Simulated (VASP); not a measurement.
Runs of VASP 6.6.1 on ZnRe. The structure is hexagonal, space group P-6m2 (No. 187). The conventional cell has a = 2.748 Å, b = 2.748 Å, c = 4.494 Å, α = 90.00°, β = 90.00°, γ = 120.00°. Re (site symmetry -6m2) has 6 Re at 2.75 Å and 6 Zn at 2.75 Å within 3.6 Å. Within 3.6 Å of Zn (site symmetry -6m2) lie 6 Zn at 2.75 Å and 6 Re at 2.75 Å. 

```tsv
level	potentials or basis	k mesh	smearing	gap on the mesh (eV)	pressure (GPa)
PBE	VASP PAW PBE potentials, release 64 (Re, Zn)	8 × 8 × 4	methfessel-paxton 0.05 eV	none	-1.4
r2SCAN	VASP PAW PBE potentials, release 64 (Re, Zn)	9 × 9 × 5	methfessel-paxton 0.025 eV	none	-6.2
r2SCAN	VASP PAW PBE potentials, release 64 (Re, Zn)	9 × 9 × 5	methfessel-paxton 0.01 eV	none	-6.2
PBE	VASP PAW PBE potentials, release 64 (Re, Zn)	18 × 18 × 10	methfessel-paxton 0.05 eV	none	-1.6
r2SCAN	VASP PAW PBE potentials, release 64 (Re, Zn)	9 × 9 × 5	methfessel-paxton 0.05 eV	none	-6.2
LDA	VASP PAW LDA potentials, release 64 (Re, Zn)	11 × 11 × 6	gaussian 0.05 eV	none	-13.3
LDA	VASP PAW LDA potentials, release 64 (Re, Zn)	11 × 11 × 6	gaussian 0.1 eV	none	(a)
PBE	VASP PAW PBE potentials, release 64 (Re, Zn)	10 × 10 × 5	methfessel-paxton 0.05 eV	none	(b)
r2SCAN	VASP PAW PBE potentials, release 64 (Re, Zn)	9 × 9 × 5	methfessel-paxton 0.005 eV	none	-6.2
PBE	VASP PAW PBE potentials, release 64 (Re, Zn)	12 × 12 × 7	methfessel-paxton 0.05 eV	none	-1.6
PBE	VASP PAW PBE potentials, release 64 (Re, Zn)	11 × 11 × 6	gaussian 0.05 eV	none	-1.5
PBE	VASP PAW PBE potentials, release 64 (Re, Zn)	15 × 15 × 8	methfessel-paxton 0.05 eV	none	-1.6
```

Alike in all rows: task single point; no spin polarisation; cell as given; cutoff (eV) 520.

Task: Fill in the values left out.

Result: (a) -13.4; (b) -1.7.

Caveats: spin-orbit coupling is left out, which moves the levels of the heavy elements; the cell stands under tension (at least some runs); the PAW data sets were made with another functional, which shifts forces and pressure a little (at least some runs).

A k mesh can miss the band edges, and the runs leave out spin-orbit coupling on Re.

A gap of «none» marks levels without a gap at the run's occupations.
